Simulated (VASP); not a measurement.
Wanted: the native input for a VASP 6.6.1 run.

| Property | Result |
| --- | --- |
| Task | single point |
| Functional | PBE |
| Potentials or basis | VASP PAW PBE potentials, release 64 (Zn, S) |
| Cutoff | 500 eV |
| k mesh | 9 × 9 × 6 |
| Occupations | gaussian, width 0.02 eV |
| Spin | no spin polarisation |
| Dipole correction | no |
| Further INCAR settings | ALGO = Normal; EDIFF = 1e-06; NBANDS = 26 |

The structure of ZnS lies in POSCAR:

```
ZnS
1.0
    3.8110000000      0.0000000000      0.0000000000
   -1.9055000000      3.3004228138      0.0000000000
    0.0000000000      0.0000000000      6.2340000000
Zn S
2 2
Direct
    0.3333333333      0.6666666667      0.0050933316
    0.6666666667      0.3333333333      0.5050933316
    0.3333333333      0.6666666667      0.3799066684
    0.6666666667      0.3333333333      0.8799066684
```

One way to write it, as run:

INCAR

```
PREC     = Accurate       # precision mode
ENCUT    = 500            # plane-wave cutoff, eV
EDIFF    = 1E-6           # SCF threshold, eV
ISMEAR   = 0              # smearing method
SIGMA    = 0.02           # smearing width, eV
LREAL    = F              # projectors in reciprocal space
LASPH    = T              # aspherical terms in the spheres
NELM     = 120            # most SCF steps
ALGO     = Normal         # electronic algorithm
ISIF     = 2              # what is computed and relaxed
LWAVE    = F              # write WAVECAR
LCHARG   = F              # write CHGCAR
GGA      = PE             # functional
NBANDS   = 26             # bands
GGA_COMPAT= F
```

KPOINTS

```
Automatic mesh
0
Gamma
  9 9 6
```

Potentials or basis: VASP PAW PBE potentials, release 64 (Zn, S).

Launch:

```sh
$ cat potpaw_PBE.64/Zn/POTCAR potpaw_PBE.64/S/POTCAR > POTCAR
$ mpirun -np 1 vasp_std > vasp.out
```

It gave:

The pressure is 2.3 GPa and the band gap on the k mesh is 2.22 eV.

Wall time 64 s on 1 thread of Intel(R) Xeon(R) Platinum 8488C (Sapphire Rapids), with other jobs on the host, peak memory 0.22 GiB.
